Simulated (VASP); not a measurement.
Al2Pt: single point with PBE

Al2Pt:

```xyz
6
Lattice="4.0217 0.0000 0.0000 -2.0109 3.4829 0.0000 0.0000 0.0000 6.5905" Properties=species:S:1:pos:R:3 pbc="T T T"
Al    1.9715    0.0000    4.7567
Al   -0.9857    1.7073    4.7567
Al    1.0251    1.7756    4.7567
Al    0.0000    0.0000    0.9646
Pt    0.0000    2.3219    0.0597
Pt    2.0109    1.1610    0.0597
```

The cell was built from a structure type or drawn by symmetry, and may not be a known phase.

* Program: VASP 6.6.1
* Task: single point
* Functional: PBE
* Potentials or basis: VASP PAW PBE potentials, release 64 (Al, Pt)
* Cutoff: 520 eV
* k mesh: 6 × 6 × 4
* Occupations: gaussian, width 0.1 eV
* Spin: no spin polarisation
* Dipole correction: no
* Further INCAR settings: ALGO = Fast; EDIFF = 1e-06; NBANDS = 25

```json
{"Pressure": "116.2 GPa", "Largest force": "8.260 eV/Å", "Band gap on the k mesh": "zero (bands 16 and 17 overlap by 1.64 eV)"}
```

Forces in eV/Å, atoms in the order of the input:
```
Al  -1.075  0.000 -6.255
Al   0.538 -0.931 -6.255
Al   0.538  0.931 -6.255
Al   0.000  0.000  2.245
Pt   0.000  0.000  8.260
Pt   0.000  0.000  8.260
```

Stress tensor (GPa, compression positive):
```
143.05   0.00   0.00
  0.00 143.05   0.00
  0.00   0.00  62.60
```

Levels at points of the mesh, in eV from the Fermi level:
```csv
k point,band 12,band 13,band 14,band 15,band 16,band 17,band 18,band 19
"(0.00, 0.00, 0.00)",-4.57,-4.57,-0.65,1.11,1.11,1.39,2.06,2.06
"(0.50, 0.00, 0.00)",-3.23,-2.47,-2.35,-1.55,-0.88,-0.47,-0.07,1.29
"(0.00, 0.00, 0.50)",-4.58,-3.31,-0.76,0.90,1.17,1.17,1.75,2.25
"(0.50, 0.00, 0.50)",-3.23,-2.47,-2.22,-1.61,-0.80,0.88,0.91,1.06
```

It took 30 s on 1 thread of Intel(R) Xeon(R) 6975P-C (Granite Rapids), with other jobs on the host, peak memory 0.22 GiB.

Caveat: the cell stands under pressure; spin-orbit coupling is left out, which moves the levels of the heavy elements; forces of over 1 eV/Å act on the atoms, so gaps and moduli don't describe the material at rest.
